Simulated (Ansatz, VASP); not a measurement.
## Two plane-wave programs on SiC

The input POSCAR:

```
SiC
1.0
   -3.0751950066      0.0000000000      0.0000000000
   -1.5375975033     -2.6631969973      0.0000000000
   -0.3075195007      0.0000000000     10.0963337124
Si C
4 4
Direct
    0.2427281892      0.3333333333      0.9060514413
    0.2927281892      0.3333333333      0.4060514413
    0.6510615225      0.6666666667      0.1560514413
    0.6010615225      0.6666666667      0.6560514413
    0.3239384775      0.3333333333      0.0939485587
    0.2739384775      0.3333333333      0.5939485587
    0.6322718108      0.6666666667      0.3439485587
    0.5822718108      0.6666666667      0.8439485587
```

The input INCAR.step1:

```
SYSTEM = SiC
PREC     = Accurate       ! precision mode
ENCUT    = 520            ! plane-wave cutoff, eV
ISMEAR   = 0              ! smearing method
SIGMA    = 0.05           ! smearing width, eV
LREAL    = .FALSE.        ! projectors in reciprocal space
LASPH    = .TRUE.         ! aspherical terms in the spheres
NELM     = 80             ! most SCF steps
NBANDS   = 26             ! bands
GGA      = PE             ! functional
ALGO     = Normal         ! electronic algorithm
EDIFF    = 1E-4           ! SCF threshold, eV
LWAVE    = .TRUE.         ! write WAVECAR
LCHARG   = .FALSE.        ! write CHGCAR
```

INCAR.step2

```
SYSTEM = SiC
PREC     = Accurate       ! precision mode
ENCUT    = 520            ! plane-wave cutoff, eV
EDIFF    = 1E-6           ! SCF threshold, eV
ISMEAR   = 0              ! smearing method
SIGMA    = 0.05           ! smearing width, eV
LREAL    = .FALSE.        ! projectors in reciprocal space
LASPH    = .TRUE.         ! aspherical terms in the spheres
NELM     = 80             ! most SCF steps
ALGO     = Normal         ! electronic algorithm
ISIF     = 2              ! what is computed and relaxed
LWAVE    = .FALSE.        ! write WAVECAR
LCHARG   = .FALSE.        ! write CHGCAR
METAGGA  = R2SCAN         ! meta-GGA
LMIXTAU  = .TRUE.       
NBANDS   = 26             ! bands
ISTART   = 1
```

KPOINTS

```
regular mesh
0
G
  8 8 3
  0 0 0
```

Input for Ansatz:

```yaml
crystal:
  lattice:
    - [-3.0751950066, 0.0, 0.0]
    - [-1.5375975033, -2.6631969973, 0.0]
    - [-0.3075195007, 0.0, 10.0963337124]
  atoms:
    - { symbol: Si, position: [0.2427281892, 0.3333333333, 0.9060514413] }
    - { symbol: Si, position: [0.2927281892, 0.3333333333, 0.4060514413] }
    - { symbol: Si, position: [0.6510615225, 0.6666666667, 0.1560514413] }
    - { symbol: Si, position: [0.6010615225, 0.6666666667, 0.6560514413] }
    - { symbol: C, position: [0.3239384775, 0.3333333333, 0.0939485587] }
    - { symbol: C, position: [0.2739384775, 0.3333333333, 0.5939485587] }
    - { symbol: C, position: [0.6322718108, 0.6666666667, 0.3439485587] }
    - { symbol: C, position: [0.5822718108, 0.6666666667, 0.8439485587] }
basis:
  ecutwfc: 500
kpoints:
  mp_grid: { grid: [8, 8, 3] }
hamiltonian:
  xc: r2scan
scf:
  occupations: { method: gaussian, width: 0.05 }
output:
  forces: true
  stress: true
  eigenvalues: true
```

Alike in both runs: task single point; functional r2SCAN; k mesh 8 × 8 × 3; occupations gaussian, width 0.05 eV; no spin polarisation.

```csv
,VASP,Ansatz
version,VASP 6.6.1,Ansatz 0.2.0
potentials or method,"VASP PAW PBE potentials, release 64 (Si, C), cutoff 520 eV","scalar-relativistic, plane waves, PAW"
valence electrons in the cell,32,32
```

Ansatz gave:

| Item | Value |
| --- | --- |
| gap on the k mesh at the Fermi level (eV) | 2.70 |
| least direct gap on the mesh (eV) | 4.45 |
| pressure (GPa) | -0.2 |
| traceless stress, the component that is largest in VASP (GPa) | 4.53 |
| rms of the force components (eV/Å) | 0.253 |

Problem. Estimate VASP's values.

Solution. gap on the k mesh at the Fermi level (eV): 2.71; least direct gap on the mesh (eV): 4.46; pressure (GPa): -0.3; traceless stress, the component that is largest in VASP (GPa): 4.56; rms of the force components (eV/Å): 0.253.

VASP's potentials were made for PBE, not for r2SCAN. Atom by atom the forces differ by 0.001 eV/Å (rms over components).
